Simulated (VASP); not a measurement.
# Pd in VASP: a series of runs

Runs on Pd. Level: LDA. Tasks: electric field gradients.

All numbers are computed with VASP 6.6.1; they aren't measurements. Logs are shortened: lines on timing, memory, paths and dates and some standing lists are left out, and cuts for length are marked.

## Step 1: The cell of the first run

Symmetry: I4/mmm, No. 139, tetragonal system. Conventional cell: a = 2.806 Å, b = 2.806 Å, c = 3.890 Å, α = 90.00°, β = 90.00°, γ = 90.00°. Within 3.7 Å of Pd (site symmetry 4/mmm) lie 12 Pd at 2.78 to 2.81 Å.

## Step 2: Electric field gradients, LDA (equal xx and yy strain of +2 %)

File INCAR:

```
SYSTEM = Pd
ALGO = Normal
EDIFF = 1E-8
ENCUT = 520
GGA = CA
ISIF = 2
ISMEAR = -1
LASPH = .TRUE.
LCHARG = .FALSE.
LEFG = .TRUE.
LREAL = .FALSE.
LWAVE = .FALSE.
NBANDS = 11
NELM = 100
PREC = Accurate
SIGMA = 0.05
```

File KPOINTS:

```
k-points
0
G
  18 18 18
  0 0 0
```

File POSCAR:

```
Pd
1.0
    0.0000000000      1.9837980000      1.9449000000
    1.9837980000      0.0000000000      1.9449000000
    1.9837980000      1.9837980000      0.0000000000
Pd
1
Direct
    0.0000000000      0.0000000000      0.0000000000
```

Potentials or basis: VASP PAW LDA potentials, release 64 (Pd).

Started as:

```bash
> cat potpaw_LDA.64/Pd/POTCAR > POTCAR
> mpirun -np 1 vasp_std > vasp.out
```

OUTCAR:

```text
SYSTEM = Pd
   EDIFF = 1E-8
   ENCUT = 520
   GGA = CA
   ISIF = 2
   ISMEAR = -1
   LASPH = .TRUE.
   LREAL = .FALSE.
   NELM = 100
   PREC = Accurate

 ion  position               nearest neighbor table
   1  0.000  0.000  0.000-

  LATTYP: Found a body centered tetragonal cell.
 ALAT       =     2.8055140366
 C/A-ratio  =     1.3864838847

  Lattice vectors:

 A1 = (   0.0000000000,  -1.9837980000,  -1.9449000000)
 A2 = (   0.0000000000,   1.9837980000,  -1.9449000000)
 A3 = (   1.9837980000,   0.0000000000,   1.9449000000)

Analysis of symmetry for initial positions (statically):
=====================================================================
 Subroutine PRICEL returns:
 Original cell was already a primitive cell.

 Routine SETGRP: Setting up the symmetry group for a
 body centered tetragonal supercell.

 Subroutine GETGRP returns: Found 16 space group operations
 (whereof 16 operations were pure point group operations)
 out of a pool of 16 trial point group operations.

The static configuration has the point symmetry D_4h.

Analysis of symmetry for dynamics (positions and initial velocities):
=====================================================================
 Subroutine PRICEL returns:
 Original cell was already a primitive cell.

 Routine SETGRP: Setting up the symmetry group for a
 body centered tetragonal supercell.

 Subroutine GETGRP returns: Found 16 space group operations
 (whereof 16 operations were pure point group operations)
 out of a pool of 16 trial point group operations.

The dynamic configuration has the point symmetry D_4h.

 Subroutine INISYM returns: Found 16 space group operations
 (whereof 16 operations are pure point group operations),
 and found     1 'primitive' translations

----------------------------------------------------------------------------------------

                                     Primitive cell

  volume of cell :      15.3081

  direct lattice vectors                    reciprocal lattice vectors
     0.000000000  1.983798000  1.944900000    -0.252041791  0.252041791  0.257082626
     1.983798000  0.000000000  1.944900000     0.252041791 -0.252041791  0.257082626
     1.983798000  1.983798000  0.000000000     0.252041791  0.252041791 -0.257082626

  length of vectors
     2.778145157  2.778145157  2.805514037     0.439478788  0.439478788  0.439478788
[... 125 lines left out ...]
  free energy    TOTEN  =        -6.45171038 eV

  energy without entropy =       -6.43264219  energy(sigma->0) =       -6.44217628

 E-fermi :   8.9691     XC(G=0): -13.2915

 val. band max:        8.9687502173   @ k =  -0.3889   0.3889   0.0556
 cond. band min:       8.9699837206   @ k =  -0.4444   0.0000   0.3333
 fundamental gap:      0.0012335033
 Fermi energy:         8.9690740495

 k-point     1 :       0.0000    0.0000    0.0000
  band No.  band energies     occupation
      1       2.0157      2.00000
      2       6.2043      2.00000
      3       6.2043      2.00000
      4       6.3816      2.00000
      5       7.7182      2.00000
      6       7.9017      2.00000
      7      26.0877      0.00000
      8      30.4418      0.00000
      9      30.4418      0.00000
     10      30.8752      0.00000
     11      34.8663      0.00000
[... 309 lines left out ...]
 k-point    24 :      -0.2222    0.0556    0.0000
  band No.  band energies     occupation
      1       3.6901      2.00000
      2       6.0394      2.00000
      3       6.5373      2.00000
      4       6.6547      2.00000
      5       7.6629      2.00000
      6       8.2206      2.00000
      7      23.5612      0.00000
      8      27.0912      0.00000
      9      30.6712      0.00000
     10      33.0301      0.00000
     11      33.2474      0.00000

 [... further k-points ...]

------------------------ aborting loop because EDIFF is reached ----------------------------------------

  FORCE on cell =-STRESS in cart. coord.  units (eV):
  Direction    XX          YY          ZZ          XY          YZ          ZX
  --------------------------------------------------------------------------------------
  -------------------------------------------------------------------------------------
  Total       -1.3894493     -1.3894493     -1.3000470      0.0000000      0.0000000      0.0000000
  in kB     -145.4223328   -145.4223328   -136.0653242      0.0000000      0.0000000      0.0000000
  external PRESSURE =    -142.3033299 kB  Pullay stress =       0.0000000 kB

 VOLUME and BASIS-vectors are now :
 -----------------------------------------------------------------------------
  energy-cutoff  :      520.00
  volume of cell :       15.31
      direct lattice vectors                 reciprocal lattice vectors
     0.000000000  1.983798000  1.944900000    -0.252041791  0.252041791  0.257082626
     1.983798000  0.000000000  1.944900000     0.252041791 -0.252041791  0.257082626
     1.983798000  1.983798000  0.000000000     0.252041791  0.252041791 -0.257082626

 POSITION                                       TOTAL-FORCE (eV/Angst)
 -----------------------------------------------------------------------------------
      0.00000      0.00000      0.00000         0.000000      0.000000      0.000000
 -----------------------------------------------------------------------------------
    total drift:                                0.000000      0.000000     -0.000000

  FREE ENERGIE OF THE ION-ELECTRON SYSTEM (eV)
  ---------------------------------------------------
  free  energy   TOTEN  =        -6.4517103763 eV

  energy  without entropy=       -6.4326421917  energy(sigma->0) =       -6.44217628

 Electric field gradients (V/A^2)
---------------------------------------------------------------------
 ion       V_xx      V_yy      V_zz      V_xy      V_xz      V_yz
---------------------------------------------------------------------
   1      -1.114    -1.114     2.227     0.000    -0.000    -0.000
---------------------------------------------------------------------

 Electric field gradients after diagonalization (V/A^2)
 (convention: |V_zz| > |V_xx| > |V_yy|)
----------------------------------------------------------------------
 ion       V_xx      V_yy      V_zz     asymmetry (V_yy - V_xx)/ V_zz
----------------------------------------------------------------------
   1      -1.114    -1.114     2.227       0.000
----------------------------------------------------------------------

           NMR quadrupolar parameters

 Cq : quadrupolar parameter    Cq=e*Q*V_zz/h
 eta: asymmetry parameters     (V_yy - V_xx)/ V_zz
 Q  : nuclear electric quadrupole moment in mb (millibarn)
----------------------------------------------------------------------
 ion       Cq(MHz)       eta       Q (mb)
----------------------------------------------------------------------
   1       0.005       0.000       1.000
----------------------------------------------------------------------
```

Wall time 24 s (1 thread of Intel Xeon 6975P-C (Granite Rapids), shared host); peak memory 0.19 GiB.

Results:

```yaml
Free_energy: -6.4517 eV
Pressure: -14.2 GPa
Band_gap_on_the_k_mesh: zero (band 5 reaches 9.29 eV, above the bottom of band 6 at 7.78 eV)
```

Levels at points of the mesh, in eV from the Fermi level:
| k point | band 2 | band 3 | band 4 | band 5 | band 6 | band 7 | band 8 | band 9 |
| --- | --- | --- | --- | --- | --- | --- | --- | --- |
| (0.00, 0.00, 0.00) | -2.76 | -2.76 | -2.59 | -1.25 | -1.07 | 17.12 | 21.47 | 21.47 |
| (0.50, 0.00, 0.00) | -2.82 | -2.65 | -0.06 | 0.02 | 1.02 | 6.96 | 16.46 | 20.34 |
| (0.50, 0.50, 0.00) | -4.85 | -0.04 | 0.27 | 0.27 | 3.51 | 10.68 | 12.62 | 12.62 |
| (0.50, 0.00, 0.50) | -4.86 | -0.04 | 0.21 | 0.32 | 3.13 | 10.15 | 12.94 | 13.03 |

Electric field gradients, principal values (V/Å²):
| atom | least | middle | greatest (by size) |
| --- | --- | --- | --- |
| 1 Pd | -1.114 | -1.114 | 2.227 |

Caveat: the cell differs from its parent crystal (equal xx and yy strain of +2 %); without QUAD_EFG the Cq values of the log hold for a quadrupole moment of 1 mb, not for the nuclei.

## Step 3: Electric field gradients, LDA (equal xx and yy strain of +2 %)

File INCAR:

```
ALGO = Normal ; EDIFF = 1E-8
ENCUT = 520 ; ISIF = 2
ISMEAR = -1 ; LASPH = T
LCHARG = F ; LEFG = T
LREAL = F ; LWAVE = F
NBANDS = 11 ; NELM = 60
PREC = Accurate ; SIGMA = 0.05
```

File KPOINTS:

```
k-points
0
Gamma
  18 18 18
```

POSCAR is that of step 2.

Potentials or basis: VASP PAW LDA potentials, release 64 (Pd).

Started as:

```bash
> cat potpaw_LDA.64/Pd/POTCAR > POTCAR
> mpirun -np 1 vasp_std > vasp.out
```

OUTCAR:

```text
EDIFF = 1E-8
   ENCUT = 520
   ISIF = 2
   ISMEAR = -1
   LASPH = T
   LREAL = F
   NELM = 60
   PREC = Accurate

 ion  position               nearest neighbor table
   1  0.000  0.000  0.000-

  LATTYP: Found a body centered tetragonal cell.
 ALAT       =     2.8055140366
 C/A-ratio  =     1.3864838847

  Lattice vectors:

 A1 = (   0.0000000000,  -1.9837980000,  -1.9449000000)
 A2 = (   0.0000000000,   1.9837980000,  -1.9449000000)
 A3 = (   1.9837980000,   0.0000000000,   1.9449000000)

Analysis of symmetry for initial positions (statically):
=====================================================================
 Subroutine PRICEL returns:
 Original cell was already a primitive cell.

 Routine SETGRP: Setting up the symmetry group for a
 body centered tetragonal supercell.

 Subroutine GETGRP returns: Found 16 space group operations
 (whereof 16 operations were pure point group operations)
 out of a pool of 16 trial point group operations.

The static configuration has the point symmetry D_4h.

Analysis of symmetry for dynamics (positions and initial velocities):
=====================================================================
 Subroutine PRICEL returns:
 Original cell was already a primitive cell.

 Routine SETGRP: Setting up the symmetry group for a
 body centered tetragonal supercell.

 Subroutine GETGRP returns: Found 16 space group operations
 (whereof 16 operations were pure point group operations)
 out of a pool of 16 trial point group operations.

The dynamic configuration has the point symmetry D_4h.
[... 161 lines left out ...]
      6       7.9017      2.00000
      7      26.0877      0.00000
      8      30.4418      0.00000
      9      30.4418      0.00000
     10      30.8752      0.00000
     11      34.8663      0.00000
[... 309 lines left out ...]
 k-point    24 :      -0.2222    0.0556    0.0000
  band No.  band energies     occupation
      1       3.6901      2.00000
      2       6.0394      2.00000
      3       6.5373      2.00000
      4       6.6547      2.00000
      5       7.6629      2.00000
      6       8.2206      2.00000
      7      23.5612      0.00000
      8      27.0912      0.00000
      9      30.6712      0.00000
     10      33.0301      0.00000
     11      33.2474      0.00000

 [... further k-points ...]

------------------------ aborting loop because EDIFF is reached ----------------------------------------

  FORCE on cell =-STRESS in cart. coord.  units (eV):
  Direction    XX          YY          ZZ          XY          YZ          ZX
  --------------------------------------------------------------------------------------
  -------------------------------------------------------------------------------------
  Total       -1.3894493     -1.3894493     -1.3000470      0.0000000      0.0000000      0.0000000
  in kB     -145.4223328   -145.4223328   -136.0653242      0.0000000      0.0000000      0.0000000
  external PRESSURE =    -142.3033299 kB  Pullay stress =       0.0000000 kB

 VOLUME and BASIS-vectors are now :
 -----------------------------------------------------------------------------
  energy-cutoff  :      520.00
  volume of cell :       15.31
      direct lattice vectors                 reciprocal lattice vectors
     0.000000000  1.983798000  1.944900000    -0.252041791  0.252041791  0.257082626
     1.983798000  0.000000000  1.944900000     0.252041791 -0.252041791  0.257082626
     1.983798000  1.983798000  0.000000000     0.252041791  0.252041791 -0.257082626

 POSITION                                       TOTAL-FORCE (eV/Angst)
 -----------------------------------------------------------------------------------
      0.00000      0.00000      0.00000         0.000000      0.000000      0.000000
 -----------------------------------------------------------------------------------
    total drift:                                0.000000      0.000000     -0.000000

  FREE ENERGIE OF THE ION-ELECTRON SYSTEM (eV)
  ---------------------------------------------------
  free  energy   TOTEN  =        -6.4517103763 eV

  energy  without entropy=       -6.4326421917  energy(sigma->0) =       -6.44217628

 Electric field gradients (V/A^2)
---------------------------------------------------------------------
 ion       V_xx      V_yy      V_zz      V_xy      V_xz      V_yz
---------------------------------------------------------------------
   1      -1.114    -1.114     2.227     0.000    -0.000    -0.000
---------------------------------------------------------------------

 Electric field gradients after diagonalization (V/A^2)
 (convention: |V_zz| > |V_xx| > |V_yy|)
----------------------------------------------------------------------
 ion       V_xx      V_yy      V_zz     asymmetry (V_yy - V_xx)/ V_zz
----------------------------------------------------------------------
   1      -1.114    -1.114     2.227       0.000
----------------------------------------------------------------------

           NMR quadrupolar parameters

 Cq : quadrupolar parameter    Cq=e*Q*V_zz/h
 eta: asymmetry parameters     (V_yy - V_xx)/ V_zz
 Q  : nuclear electric quadrupole moment in mb (millibarn)
----------------------------------------------------------------------
 ion       Cq(MHz)       eta       Q (mb)
----------------------------------------------------------------------
   1       0.005       0.000       1.000
----------------------------------------------------------------------
```

OSZICAR:

```text
N       E                     dE             d eps       ncg     rms          rms(c)
DAV:   1     0.420079052471E+02    0.42008E+02   -0.51381E+03 10632   0.849E+02
DAV:   2    -0.619415378284E+01   -0.48202E+02   -0.46591E+02 11834   0.182E+02
DAV:   3    -0.678149456518E+01   -0.58734E+00   -0.58378E+00 12746   0.216E+01
DAV:   4    -0.678415498372E+01   -0.26604E-02   -0.26600E-02 12716   0.152E+00
DAV:   5    -0.678418530404E+01   -0.30320E-04   -0.30321E-04 13969   0.145E-01    0.733E+00
DAV:   6    -0.646548027456E+01    0.31871E+00   -0.14710E+00 12948   0.958E+00    0.340E+00
DAV:   7    -0.645620324761E+01    0.92770E-02   -0.15450E-02 13337   0.831E-01    0.186E+00
DAV:   8    -0.645171121231E+01    0.44920E-02   -0.11759E-03 13111   0.306E-01    0.516E-02
DAV:   9    -0.645170850467E+01    0.27076E-05   -0.78457E-05 15394   0.715E-02    0.145E-02
DAV:  10    -0.645171041855E+01   -0.19139E-05   -0.35314E-06 13059   0.190E-02    0.572E-03
DAV:  11    -0.645171037776E+01    0.40798E-07   -0.45102E-08 15418   0.190E-03    0.186E-03
DAV:  12    -0.645171037632E+01    0.14310E-08   -0.24123E-09  9010   0.368E-04
   1 F= -.64517104E+01 E0= -.64421763E+01  d E =-.190682E-01
```

stdout:

```text
POSCAR found type information on POSCAR Pd
 POSCAR found :  1 types and       1 ions
 scaLAPACK will be used
 LDA part: xc-table for (Slater(with rela. corr.)+CA(PZ))
 , standard interpolation
 POSCAR, INCAR and KPOINTS ok, starting setup
 FFT: planning ... GRIDC
 FFT: planning ... GRID_SOFT
 FFT: planning ... GRID
 WAVECAR not read
 entering main loop
ion   1
```

Wall time 26 s (1 thread of Intel Xeon 6975P-C (Granite Rapids), shared host); peak memory 0.19 GiB.

What came out:

```
Free energy            : -6.4517 eV
Pressure               : -14.2 GPa
Band gap on the k mesh : zero (band 5 reaches 9.29 eV, above the bottom of band 6 at 7.78 eV)
```

Levels at points of the mesh, in eV from the Fermi level:
```
           k point  band 2  band 3  band 4  band 5  band 6  band 7  band 8  band 9
(0.00, 0.00, 0.00)   -2.76   -2.76   -2.59   -1.25   -1.07   17.12   21.47   21.47
(0.50, 0.00, 0.00)   -2.82   -2.65   -0.06    0.02    1.02    6.96   16.46   20.34
(0.50, 0.50, 0.00)   -4.85   -0.04    0.27    0.27    3.51   10.68   12.62   12.62
(0.50, 0.00, 0.50)   -4.86   -0.04    0.21    0.32    3.13   10.15   12.94   13.03
```

Electric field gradients, principal values (V/Å²):
| atom | least | middle | greatest (by size) |
| --- | --- | --- | --- |
| 1 Pd | -1.114 | -1.114 | 2.227 |

Caveat: the cell differs from its parent crystal (equal xx and yy strain of +2 %); without QUAD_EFG the Cq values of the log hold for a quadrupole moment of 1 mb, not for the nuclei.

(Part 1 of 3 ends here.)
